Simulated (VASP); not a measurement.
Here is a VASP 6.6.1 calculation.

Contents of INCAR:

```
SYSTEM = As2Se
ALGO = Normal ; EDIFF = 1E-6
ENCUT = 520 ; GGA = PE
ISIF = 2 ; ISMEAR = 0
LASPH = .True. ; LCHARG = .False.
LREAL = .False. ; LWAVE = .False.
NBANDS = 25 ; NELM = 100
PREC = Accurate ; SIGMA = 0.1
```

KPOINTS

```
k-points
0
Gamma
  8 8 8
  0 0 0
```

POSCAR

```
As2Se
1.0
   -3.5399917821      3.5399917821      2.6394969446
    3.5399917821     -3.5399917821      2.6394969446
    3.5399917821      3.5399917821     -2.6394969446
As Se
4 2
Direct
    0.8750000000      0.1250000000      0.7500000000
    0.3750000000      0.1250000000      0.2500000000
    0.8750000000      0.6250000000      0.7500000000
    0.8750000000      0.1250000000      0.2500000000
    0.5000000000      0.5000000000      0.0000000000
    0.2500000000      0.7500000000      0.5000000000
```

Potentials or basis: VASP PAW PBE potentials, release 64 (As, Se).

Command:

```console
$ cat potpaw_PBE.64/As/POTCAR potpaw_PBE.64/Se/POTCAR > POTCAR
$ mpirun -np 1 vasp_std > vasp.out
```

Problem. What does it give for the band gap on the k mesh?

Solution. Zero (band 16 reaches 5.04 eV, above the bottom of band 17 at 4.63 eV).

Problem. What does it give for the pressure?

Solution. 0.1 GPa.
